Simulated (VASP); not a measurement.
A run of VASP 6.6.1:

Contents of INCAR:

```
SYSTEM = RbHoBr4
  PREC = Accurate
  ENCUT = 500
  EDIFF = 1E-7
  ISMEAR = 0
  SIGMA = 0.02
  LREAL = .False.
  LASPH = .True.
  NELM = 200
  ALGO = Normal
  ISIF = 4
  LWAVE = .False.
  LCHARG = .False.
  GGA = PE
  IBRION = 2
  NSW = 50
  EDIFFG = -0.01
  GGA_COMPAT = .False.
  NELMIN = 4
  LMAXMIX = 6
```

KPOINTS

```
regular mesh
0
Gamma
  4 4 4
  0 0 0
```

POSCAR

```
RbHoBr4
1.0
    5.5818207866      0.0000000000      0.0000000000
    0.0000000000      5.5818207866      0.0000000000
    0.0000000000      0.0000000000      9.1700635863
Rb Ho Br
1 1 4
Direct
    0.0000000000      0.0000000000      0.0000000000
    0.5000000000      0.5000000000      0.5000000000
    0.5000000000      0.5000000000      0.8039636520
    0.5000000000      0.5000000000      0.1960363480
    0.5000000000      0.0000000000      0.5000000000
    0.0000000000      0.5000000000      0.5000000000
```

Potentials or basis: VASP PAW PBE potentials, release 64 (Rb_sv, Ho_3, Br), 4f in core.

Launch:

```bash
$ cat potpaw_PBE.64/Rb_sv/POTCAR potpaw_PBE.64/Ho_3/POTCAR potpaw_PBE.64/Br/POTCAR > POTCAR
$ mpirun -np 1 vasp_std > vasp.out
```

Hardware: 1 thread of Intel(R) Xeon(R) 6975P-C (Granite Rapids) (shared host).

Task: Estimate the wall time of this run.

Result: Run time: 4.4 min on 1 thread of Intel(R) Xeon(R) 6975P-C (Granite Rapids) (shared host), peak memory 0.45 GiB. Counts: scf iterations 50, k points 18, ion steps 5.
